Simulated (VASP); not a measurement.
Wanted: the native input for a VASP 6.6.1 run.

```
Task                   : relaxation of cell and atoms
Functional             : PBE
Potentials or basis    : VASP PAW PBE potentials, release 64 (Pr_3, W_sv, Cl), 4f in core
Cutoff                 : 500 eV
k mesh                 : 10 × 10 × 12
Occupations            : gaussian, width 0.1 eV
Spin                   : collinear spin
Starting moments       : [0.0, 2.49, 0.0, 0.0] μB
Dipole correction      : no
Further INCAR settings : ALGO = Normal; EDIFF = 1e-07; IBRION = 2; EDIFFG = -0.01; NSW = 100; ISIF = 3
```

The structure of PrWCl2 lies in POSCAR:

```
PrWCl2
1.0
    4.5024123917      0.0000000000      0.0000000000
    0.0000000000      4.5024123917      0.0000000000
    0.0000000000      0.0000000000      4.2591225784
Pr W Cl
1 1 2
Direct
    0.0000000000      0.0000000000      0.0000000000
    0.5000000000      0.5000000000      0.0000000000
    0.5000000000      0.0000000000      0.5000000000
    0.0000000000      0.5000000000      0.5000000000
```

The cell was generated, and may not be a known phase.

The input as run:

INCAR

```
SYSTEM = PrWCl2
PREC = Accurate
ENCUT = 500
EDIFF = 1E-7
ISMEAR = 0
SIGMA = 0.1
LREAL = .False.
LASPH = .True.
NELM = 200
ALGO = Normal
ISIF = 3
LWAVE = .False.
LCHARG = .False.
ISPIN = 2
MAGMOM = 0 2.49 0 0
LORBIT = 11
LMAXMIX = 6
GGA = PE
IBRION = 2
NSW = 100
EDIFFG = -0.01
GGA_COMPAT = .False.
NELMIN = 4
KPAR = 4
```

KPOINTS

```
Automatic mesh
0
Gamma
  10 10 12
  0 0 0
```

Potentials or basis: VASP PAW PBE potentials, release 64 (Pr_3, W_sv, Cl), 4f in core.

The run is started by

```console
$ cat potpaw_PBE.64/Pr_3/POTCAR potpaw_PBE.64/W_sv/POTCAR potpaw_PBE.64/Cl/POTCAR > POTCAR
$ mpirun -np 4 vasp_std > vasp.out
```

It gave:

```yaml
Relaxed_volume: 21.61 Å³/atom
Relaxed_cell: a = 4.522 Å, b = 4.522 Å, c = 4.226 Å, α = 90.00°, β = 90.00°, γ = 90.00°
Space_group_after_relaxing_to_0.1_Å: P4/mmm (No. 123)
Energy_gained_by_relaxing: 0.7 meV/atom
Ionic_steps: 5
Pressure_after_relaxing: 0.0 GPa
Net_moment: 2.82 μB per cell
Site_moments: Pr -0.06; W +2.12; Cl +0.01 μB
Valence_electrons_inside_the_program's_atomic_spheres: Pr 8.74; W 11.82; Cl 5.07
```

Caveat: the magnetic or orbital state may not be the lowest.

Run time: 4.6 min on 4 MPI ranks on AMD EPYC 9R45 96-Core Processor (Zen 5) (shared host), peak memory 0.57 GiB a rank.
